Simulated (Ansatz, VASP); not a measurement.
One calculation of Hg, two programs

INCAR

```
ALGO = Fast ; EDIFF = 1E-6
ENCUT = 520 ; GGA = PS
ISIF = 2 ; ISMEAR = 0
IVDW = 12 ; LASPH = T
LCHARG = F ; LREAL = F
LWAVE = F ; NBANDS = 19
NELM = 100 ; PREC = Accurate
SIGMA = 0.15
```

File KPOINTS:

```
k-points
0
Gamma
  18 18 10
```

File POSCAR:

```
Hg
1.0
    3.1146000000      0.0000000000      0.0000000000
   -1.5573000000      2.6973227226      0.0000000000
    0.0000000000      0.0000000000      5.0554047156
Hg
2
Direct
    0.6666666667      0.3333333333      0.7500000000
    0.3333333333      0.6666666667      0.2500000000
```

Input for Ansatz:

```yaml
crystal:
  lattice:
    - [3.1146, 0.0, 0.0]
    - [-1.5573, 2.6973227226, 0.0]
    - [0.0, 0.0, 5.0554047156]
  atoms:
    - { symbol: Hg, position: [0.6666666667, 0.3333333333, 0.75] }
    - { symbol: Hg, position: [0.3333333333, 0.6666666667, 0.25] }
basis:
  ecutwfc: 420
kpoints:
  mp_grid: { grid: [18, 18, 10] }
hamiltonian:
  xc: pbesol
  dispersion: d3bj
scf:
  occupations: { method: gaussian, width: 0.15 }
output:
  forces: true
  stress: true
  eigenvalues: true
  write_density: true
  write_potential: true
  elf: true
  volumetric_format: npy
```

Alike in both runs: task single point; functional PBEsol; dispersion D3(BJ); k mesh 18 × 18 × 10; occupations gaussian, width 0.15 eV; no spin polarisation.

```csv
,VASP,Ansatz
version,VASP 6.6.1,Ansatz 0.2.0
potentials or method,"VASP PAW PBE potentials, release 64 (Hg), cutoff 520 eV","scalar-relativistic, plane waves, PAW"
valence electrons in the cell,24,40
```

Ansatz gave:

| Property | Result |
| --- | --- |
| gap on the k mesh at the Fermi level (eV) | none |
| pressure (GPa) | 1.5 |
| traceless stress, the component that is largest in VASP (GPa) | -0.16 |

Problem. Which values does VASP return?

Solution. gap on the k mesh at the Fermi level (eV): none; pressure (GPa): 2.2; traceless stress, the component that is largest in VASP (GPa): -0.16.

VASP's potentials were made for PBE, not for PBEsol. A gap of «none» marks a metal or a gap that the smearing closes. VASP's potentials hold 24 valence electrons a cell and Ansatz's 40, so a difference there can come from the potentials and not from the codes.

Spin-orbit coupling is off throughout.
